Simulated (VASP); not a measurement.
Set up this calculation in VASP 6.6.1, as the native input.

```yaml
Task: single point
Functional: PBE
Potentials_or_basis: VASP PAW PBE potentials, release 64 (Li_sv, Br)
Cutoff: 750 eV
k_mesh: 8 × 8 × 8
Occupations: gaussian, width 0.01 eV
Spin: non-collinear spin, zero start, spin-orbit coupling
Starting_moments: "[[0.0, 0.0, 0.0], [0.0, 0.0, 0.0]] μB"
Dipole_correction: no
Further_INCAR_settings: ALGO = Normal; EDIFF = 1e-06; NBANDS = 22
```

The structure of LiBr lies in POSCAR:

```
LiBr
1.0
    0.0000000000      2.7395485848      2.7395485848
    2.7395485848      0.0000000000      2.7395485848
    2.7395485848      2.7395485848      0.0000000000
Li Br
1 1
Direct
    0.0000000000      0.0000000000      0.0000000000
    0.5000000000      0.5000000000      0.5000000000
```

The input as run:

INCAR

```
PREC     = Accurate       # precision mode
ENCUT    = 750            # plane-wave cutoff, eV
EDIFF    = 1E-6           # SCF threshold, eV
ISMEAR   = 0              # smearing method
SIGMA    = 0.01           # smearing width, eV
LREAL    = False          # projectors in reciprocal space
LASPH    = True           # aspherical terms in the spheres
NELM     = 200            # most SCF steps
ALGO     = Normal         # electronic algorithm
ISIF     = 2              # what is computed and relaxed
LWAVE    = False          # write WAVECAR
LCHARG   = False          # write CHGCAR
MAGMOM   = 0 0 0 0 0 0    # initial moments
LORBIT   = 11             # projections on sites
LSORBIT  = True           # spin-orbit coupling
GGA_COMPAT= False        
LORBMOM  = True         
GGA      = PE             # functional
NBANDS   = 22             # bands
```

KPOINTS

```
Automatic mesh
0
Gamma
  8 8 8
```

Potentials or basis: VASP PAW PBE potentials, release 64 (Li_sv, Br).

Launch:

```console
$ cat potpaw_PBE.64/Li_sv/POTCAR potpaw_PBE.64/Br/POTCAR > POTCAR
$ mpirun -np 1 vasp_ncl > vasp.out
```

Results of the run:

* Pressure: 0.4 GPa
* Net moment: 0.00 μB per cell
* Valence electrons inside the program's atomic spheres: Li 2.04; Br 4.92

Wall time 50 s on 1 thread of AMD EPYC 9R45 (Zen 5) (shared host), peak memory 0.37 GiB.
